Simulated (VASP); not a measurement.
# CdSe (P6_3mc) in VASP: single point with PBE

Aim: the single point of CdSe with PBE.

Program: VASP 6.6.1. These are calculated values, not measurements. Logs are shortened: lines on timing, memory, paths and dates and some standing lists are left out, and cuts for length are marked.

## (1) The cell of the first run

The structure is hexagonal, space group P6_3mc (No. 186). The conventional cell has a = 4.576 Å, b = 4.576 Å, c = 7.077 Å, α = 90.00°, β = 90.00°, γ = 120.00°. Within 3.6 Å of Cd (site symmetry 3m) lie 4 Se at 2.72 to 2.77 Å. Within 3.6 Å of Se (site symmetry 3m) lie 4 Cd at 2.72 to 2.77 Å.

## (2) Single point, PBE (biaxial xy strain +5.4%)

Contents of INCAR:

```
SYSTEM = CdSe
PREC = Accurate
ENCUT = 520
EDIFF = 1E-6
ISMEAR = -1
SIGMA = 0.02
LREAL = .False.
LASPH = .True.
NELM = 80
ALGO = Normal
ISIF = 2
LWAVE = .False.
LCHARG = .True.
GGA = PE
LELF = .True.
LVHAR = .True.
NBANDS = 26
```

Contents of KPOINTS:

```
Automatic mesh
0
Gamma
  12 12 4
  0 0 0
```

Contents of POSCAR:

```
CdSe
1.0
    4.5764249619      0.0000000000      0.0000000000
   -2.2882124809      3.9633002755      0.0000000000
    0.0000000000      0.0000000000      7.0766459765
Cd Se
2 2
Direct
    0.3333333333      0.6666666667     -0.0048607095
    0.6666666667      0.3333333333      0.4951392905
    0.3333333333      0.6666666667      0.3798607095
    0.6666666667      0.3333333333      0.8798607095
```

Potentials or basis: VASP PAW PBE potentials, release 64 (Cd, Se).

On the command line:

```bash
cat potpaw_PBE.64/Cd/POTCAR potpaw_PBE.64/Se/POTCAR > POTCAR
mpirun -np 1 vasp_std > vasp.out
```

OUTCAR:

```text
SYSTEM = CdSe
   PREC = Accurate
   ENCUT = 520
   EDIFF = 1E-6
   ISMEAR = -1
   LREAL = .False.
   LASPH = .True.
   NELM = 80
   ISIF = 2
   GGA = PE

 ion  position               nearest neighbor table
   1  0.333  0.667  0.995-   3 2.72   4 2.77   4 2.77   4 2.77
   2  0.667  0.333  0.495-   4 2.72   3 2.77   3 2.77   3 2.77
   3  0.333  0.667  0.380-   1 2.72   2 2.77   2 2.77   2 2.77
   4  0.667  0.333  0.880-   2 2.72   1 2.77   1 2.77   1 2.77

  LATTYP: Found a hexagonal cell.
 ALAT       =     4.5764249619
 C/A-ratio  =     1.5463262340

  Lattice vectors:

 A1 = (   4.5764249619,   0.0000000000,   0.0000000000)
 A2 = (  -2.2882124809,   3.9633002755,   0.0000000000)
 A3 = (   0.0000000000,   0.0000000000,   7.0766459765)

Analysis of symmetry for initial positions (statically):
=====================================================================
 Subroutine PRICEL returns:
 Original cell was already a primitive cell.

 Routine SETGRP: Setting up the symmetry group for a
 hexagonal supercell.

 Subroutine GETGRP returns: Found 12 space group operations
 (whereof  6 operations were pure point group operations)
 out of a pool of 24 trial point group operations.

The static configuration has the point symmetry C_3v.
 The point group associated with its full space group is C_6v.

Analysis of symmetry for dynamics (positions and initial velocities):
=====================================================================
 Subroutine PRICEL returns:
 Original cell was already a primitive cell.

 Routine SETGRP: Setting up the symmetry group for a
 hexagonal supercell.

 Subroutine GETGRP returns: Found 12 space group operations
 (whereof  6 operations were pure point group operations)
 out of a pool of 24 trial point group operations.

The dynamic configuration has the point symmetry C_3v.
 The point group associated with its full space group is C_6v.

 Subroutine INISYM returns: Found 12 space group operations
 (whereof  6 operations are pure point group operations),
 and found     1 'primitive' translations

----------------------------------------------------------------------------------------

                                     Primitive cell

  volume of cell :     128.3544

  direct lattice vectors                    reciprocal lattice vectors
     4.576424962  0.000000000  0.000000000     0.218511176  0.126157486  0.000000000
    -2.288212481  3.963300275  0.000000000     0.000000000  0.252314972  0.000000000
     0.000000000  0.000000000  7.076645977     0.000000000  0.000000000  0.141309881

  length of vectors
     4.576424962  4.576424962  7.076645977     0.252314972  0.252314972  0.141309881

  position of ions in fractional coordinates (direct lattice)
     0.333333333  0.666666667  0.995139290
     0.666666667  0.333333333  0.495139290
     0.333333333  0.666666667  0.379860710
     0.666666667  0.333333333  0.879860710

  ion indices of the primitive-cell ions
   primitive index   ion index
                 1           1
                 2           2
                 3           3
                 4           4

----------------------------------------------------------------------------------------

 KPOINTS: Automatic mesh

Automatic generation of k-mesh.
 Grid dimensions read from file:
 generate k-points for:   12   12    4

 Generating k-lattice:

  Cartesian coordinates                     Fractional coordinates (reciprocal lattice)
     0.018209265  0.010513124  0.000000000     0.083333333  0.000000000  0.000000000
     0.000000000  0.021026248  0.000000000     0.000000000  0.083333333  0.000000000
     0.000000000  0.000000000  0.035327470     0.000000000  0.000000000  0.250000000

  Length of vectors
     0.021026248  0.021026248  0.035327470

  Shift w.r.t. Gamma in fractional coordinates (k-lattice)
     0.000000000  0.000000000  0.000000000

 Subroutine IBZKPT returns following result:
 ===========================================

 Found     57 irreducible k-points:

 Following reciprocal coordinates:
            Coordinates               Weight
  0.000000  0.000000  0.000000      1.000000
  0.083333  0.000000  0.000000      6.000000
  0.166667  0.000000  0.000000      6.000000
  0.250000  0.000000  0.000000      6.000000
  0.333333 -0.000000  0.000000      6.000000
  0.416667  0.000000  0.000000      6.000000
[... 16 lines left out ...]
  0.250000  0.000000  0.250000     12.000000
  0.333333 -0.000000  0.250000     12.000000
 [... further k-points ...]
   k-points           NKPTS =     57   k-points in BZ     NKDIM =     57   number of bands    NBANDS=     26
   number of dos      NEDOS =    301   number of ions     NIONS =      4
   total plane-waves  NPLWV =  69984
   dimension x,y,z NGX =    36 NGY =   36 NGZ =   54
   dimension x,y,z NGXF=    72 NGYF=   72 NGZF=  108
   ions per type =               2   2
   NGX,Y,Z   is equivalent  to a cutoff of  13.08, 13.08, 12.69 a.u.
   NGXF,Y,Z  is equivalent  to a cutoff of  26.16, 26.16, 25.37 a.u.
 SYSTEM =  CdSe
   PREC   = accura    normal or accurate (medium, high low for compatibility)
   ISTART =      0    job   : 0-new  1-cont  2-samecut
   ICHARG =      2    charge: 1-file 2-atom 10-const
   ISPIN  =      1    spin polarized calculation?
   LNONCOLLINEAR =      F non collinear calculations
   LSORBIT =      F    spin-orbit coupling
   LASPH  =      T    aspherical Exc in radial PAW
   ENCUT  =  520.0 eV  38.22 Ry    6.18 a.u.   8.51  8.51 13.16*2*pi/ulx,y,z
   NELM   =     80;   NELMIN=  2; NELMDL= -5     # of ELM steps
   EDIFF  = 0.1E-05   stopping-criterion for ELM
   LREAL  =      F    real-space projection
   EDIFFG = 0.1E-04   stopping-criterion for IOM
   NSW    =      0    number of steps for IOM
   IBRION =     -1    ionic relax: 0-MD 1-quasi-New 2-CG
   NFREE  =      0    steps in history (QN), initial steepest desc. (CG)
   ISIF   =      2    stress and relaxation
   ISYM   =      2    0-nonsym 1-usesym 2-fastsym
   POTIM  = 0.5000    time-step for ionic-motion
   TEBEG  =    0.0;   TEEND  =   0.0 temperature during run
   PSTRESS=    0.0 pullay stress
   NELECT =      36.0000    total number of electrons
   NUPDOWN=      -1.0000    fix difference up-down
   EMIN   =  10.00;   EMAX   =-10.00  energy-range for DOS
   EFERMI =   0.00;   METHOD = LEGACY
   ISMEAR =    -1;   SIGMA  =   0.02  broadening in eV -4-tet -1-fermi 0-gaus
   EFERMI_NEDOS =   21; number of points for ismear=-14 and -15
   IALGO  =     38    algorithm
   IMIX   =      4    mixing-type and parameters
     AMIX     =   0.40;   BMIX     =  1.00
     AMIX_MAG =   1.60;   BMIX_MAG =  1.00
  volume/ion in A,a.u.               =      32.09       216.54
  Fermi-wavevector in a.u.,A,eV,Ry     =   1.071615  2.025058 15.624365  1.148358
  Thomas-Fermi vector in A             =   2.207360
   LORBIT       =      0    0 simple, 1 ext, 2 COOP (PROOUT), +10 PAW based schemes
   GGA     = PE    functional components
   LHFCALC =     F    Hartree Fock is set to
   AEXX    =    0.0000 exact exchange contribution
   IVDW    =     0    specifies the selected vdW correction
   LEPSILON=     F    determine dielectric tensor
   LRPA    =     F    only Hartree local field effects (RPA)
 non-spin polarized calculation
  energy-cutoff  :      520.00
  volume of cell :      128.35
 maximum number of plane-waves:      3513
 NGX is ok and might be reduce to    36
   NGX = 17   NGY = 17   NGZ = 27

 number of electron      35.9999994 magnetization

 Free energy of the ion-electron system (eV)
  ---------------------------------------------------
  ext. energy  EPLUGINS =         0.00000000
  ---------------------------------------------------
  free energy    TOTEN  =       -10.88888172 eV

  energy without entropy =      -10.88888126  energy(sigma->0) =      -10.88888149

 E-fermi :   0.2119     XC(G=0):  -8.2934

 val. band max:        0.0374662873   @ k =   0.0000   0.0000   0.0000
 cond. band min:       0.3719033508   @ k =   0.0000   0.0000   0.0000
 fundamental gap:      0.3344370635
 Fermi energy:         0.2118962354

 k-point     1 :       0.0000    0.0000    0.0000
  band No.  band energies     occupation
      1     -11.9559      2.00000
      2     -11.6545      2.00000
      3      -7.5869      2.00000
      4      -7.5818      2.00000
      5      -7.5818      2.00000
      6      -7.5348      2.00000
[... 18 lines left out ...]
     25       6.7327      0.00000
     26       7.4993      0.00000

 k-point     2 :       0.0833    0.0000    0.0000
  band No.  band energies     occupation
      1     -11.9408      2.00000
      2     -11.6487      2.00000
      3      -7.5854      2.00000
      4      -7.5765      2.00000
      5      -7.5657      2.00000
      6      -7.5289      2.00000
[... 18 lines left out ...]
     25       6.8721      0.00000
     26       7.3874      0.00000

 k-point     3 :       0.1667    0.0000    0.0000
  band No.  band energies     occupation
      1     -11.8987      2.00000
      2     -11.6335      2.00000
      3      -7.5741      2.00000
      4      -7.5628      2.00000
      5      -7.5272      2.00000
      6      -7.5101      2.00000
[... 18 lines left out ...]
     25       7.1312      0.00000
     26       7.2603      0.00000

 k-point     4 :       0.2500    0.0000    0.0000
  band No.  band energies     occupation
      1     -11.8384      2.00000
      2     -11.6151      2.00000
      3      -7.5586      2.00000
      4      -7.5461      2.00000
      5      -7.4910      2.00000
      6      -7.4825      2.00000
[... 18 lines left out ...]
     25       7.2048      0.00000
     26       7.8242      0.00000

 k-point     5 :       0.3333   -0.0000    0.0000
  band No.  band energies     occupation
      1     -11.7731      2.00000
      2     -11.6012      2.00000
      3      -7.5452      2.00000
      4      -7.5323      2.00000
      5      -7.4639      2.00000
      6      -7.4570      2.00000
[... 18 lines left out ...]
     25       7.5923      0.00000
     26       8.0428      0.00000

 k-point     6 :       0.4167    0.0000    0.0000
  band No.  band energies     occupation
      1     -11.7188      2.00000
      2     -11.5972      2.00000
      3      -7.5369      2.00000
      4      -7.5243      2.00000
      5      -7.4422      2.00000
      6      -7.4389      2.00000
[... 427 lines left out ...]
 k-point    21 :       0.0833    0.0000    0.2500
  band No.  band energies     occupation
      1     -11.8965      2.00000
      2     -11.6895      2.00000
      3      -7.5736      2.00000
      4      -7.5716      2.00000
      5      -7.5414      2.00000
      6      -7.5371      2.00000
[... 18 lines left out ...]
     25       6.5901      0.00000
     26       6.9718      0.00000

 k-point    22 :       0.1667    0.0000    0.2500
  band No.  band energies     occupation
      1     -11.8580      2.00000
      2     -11.6700      2.00000
      3      -7.5635      2.00000
      4      -7.5566      2.00000
      5      -7.5240      2.00000
      6      -7.5182      2.00000
[... 18 lines left out ...]
     25       6.9680      0.00000
     26       7.0780      0.00000

 k-point    23 :       0.2500    0.0000    0.2500
  band No.  band energies     occupation
      1     -11.8033      2.00000
      2     -11.6449      2.00000
      3      -7.5515      2.00000
      4      -7.5376      2.00000
      5      -7.5025      2.00000
      6      -7.4925      2.00000
[... 18 lines left out ...]
     25       7.1334      0.00000
     26       7.5091      0.00000

 k-point    24 :       0.3333   -0.0000    0.2500
  band No.  band energies     occupation
      1     -11.7450      2.00000
      2     -11.6231      2.00000
      3      -7.5418      2.00000
      4      -7.5209      2.00000
      5      -7.4832      2.00000
      6      -7.4673      2.00000
[... 18 lines left out ...]
     25       7.2562      0.00000
     26       8.1050      0.00000

 [... further k-points ...]

------------------------ aborting loop because EDIFF is reached ----------------------------------------

  FORCE on cell =-STRESS in cart. coord.  units (eV):
  Direction    XX          YY          ZZ          XY          YZ          ZX
  --------------------------------------------------------------------------------------
  -------------------------------------------------------------------------------------
  Total       -2.6842922     -2.6842922     -0.9703891     -0.0000000      0.0000000     -0.0000000
  in kB      -33.5065401    -33.5065401    -12.1128321     -0.0000000      0.0000000     -0.0000000
  external PRESSURE =     -26.3753041 kB  Pullay stress =       0.0000000 kB

 VOLUME and BASIS-vectors are now :
 -----------------------------------------------------------------------------
  energy-cutoff  :      520.00
  volume of cell :      128.35
      direct lattice vectors                 reciprocal lattice vectors
     4.576424962  0.000000000  0.000000000     0.218511176  0.126157486  0.000000000
    -2.288212481  3.963300275  0.000000000     0.000000000  0.252314972  0.000000000
     0.000000000  0.000000000  7.076645977     0.000000000  0.000000000  0.141309881

 POSITION                                       TOTAL-FORCE (eV/Angst)
 -----------------------------------------------------------------------------------
     -0.00000      2.64220      7.04225        -0.000000      0.000000     -0.011624
      2.28821      1.32110      3.50393         0.000000     -0.000000     -0.011624
     -0.00000      2.64220      2.68814         0.000000      0.000000      0.011624
      2.28821      1.32110      6.22646        -0.000000      0.000000      0.011624
 -----------------------------------------------------------------------------------
    total drift:                               -0.000000      0.000000     -0.000607

  FREE ENERGIE OF THE ION-ELECTRON SYSTEM (eV)
  ---------------------------------------------------
  free  energy   TOTEN  =       -10.8888817161 eV

  energy  without entropy=      -10.8888812574  energy(sigma->0) =      -10.88888149
```

Wall time 69 s (1 thread of Intel Xeon 6975P-C (Granite Rapids), shared host); peak memory 0.35 GiB.

What came out:

| Quantity | Value |
| --- | --- |
| Free energy | -10.8889 eV |
| Pressure | -2.6 GPa |
| Largest force | 0.012 eV/Å |
| Band gap on the k mesh | 0.33 eV |

Forces in eV/Å, atoms in the order of the input:
```
Cd   0.000  0.000 -0.012
Cd   0.000  0.000 -0.012
Se   0.000  0.000  0.012
Se   0.000  0.000  0.012
```

Stress tensor (GPa, compression positive):
```
-3.35  0.00  0.00
 0.00 -3.35  0.00
 0.00  0.00 -1.21
```

Caveat: the cell differs from its parent crystal (biaxial xy strain +5.4%).
